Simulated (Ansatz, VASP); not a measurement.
This is a calculation of Ge for Ansatz 0.2.0.

File input.yaml:

```yaml
crystal:
  lattice:
    - [1.4245510352, -2.6515194585, 0.0]
    - [1.4245510352, 2.6515194585, 0.0]
    - [0.0, 0.0, 2.7511509255]
  atoms:
    - { symbol: Ge, position: [0.5, 0.5, 0.0] }
kpoints:
  mp_grid: { grid: [11, 11, 10] }
scf:
  occupations: { method: fermi_dirac, width: 0.05 }
hamiltonian:
  xc: pbe
  pseudopotentials: { kind: all_electron, lapw: { basis_error: 0.0005 } }
output:
  forces: true
  stress: true
  eigenvalues: true
```

Potentials or basis: all-electron LAPW, scalar-relativistic.

Launch:

```sh
$ ansatz run input.yaml --threads 1 --pin off --max-ram 3072MiB --backend cpu --events-out ev --progress --plain --runs-dir out
```

Set up the same calculation for VASP 6.6.1. Potentials there: VASP PAW PBE potentials, release 64 (Ge_d).

As run (the cutoff follows the program's own potentials):

Contents of INCAR:

```
SYSTEM = Ge
  PREC = Accurate
  ENCUT = 520
  EDIFF = 1E-6
  ISMEAR = -1
  SIGMA = 0.05
  LREAL = .False.
  LASPH = .True.
  NELM = 100
  ALGO = Normal
  ISIF = 2
  LWAVE = .False.
  LCHARG = .False.
  GGA = PE
  NBANDS = 13
```

Contents of KPOINTS:

```
regular mesh
0
Gamma
  11 11 10
  0 0 0
```

Contents of POSCAR:

```
Ge
1.0
    1.4245510352     -2.6515194585      0.0000000000
    1.4245510352      2.6515194585      0.0000000000
    0.0000000000      0.0000000000      2.7511509255
Ge
1
Direct
    0.5000000000      0.5000000000      0.0000000000
```

Potentials or basis: VASP PAW PBE potentials, release 64 (Ge_d).

Run with:

```console
$ cat potpaw_PBE.64/Ge_d/POTCAR > POTCAR
$ mpirun -np 1 vasp_std > vasp.out
```

Both were run:

|  | VASP | Ansatz | Ansatz less VASP |
| --- | --- | --- | --- |
| gap on the k mesh at the Fermi level (eV) | none | none | - |
| pressure (GPa) | -4.0 | -3.8 | +0.18 |
| traceless stress, the component that is largest in VASP (GPa) | -1.55 | -1.55 | -0.004 |

A gap of «none» marks a metal or a gap that the smearing closes. Ansatz ran all-electron here, and VASP with PAW potentials.
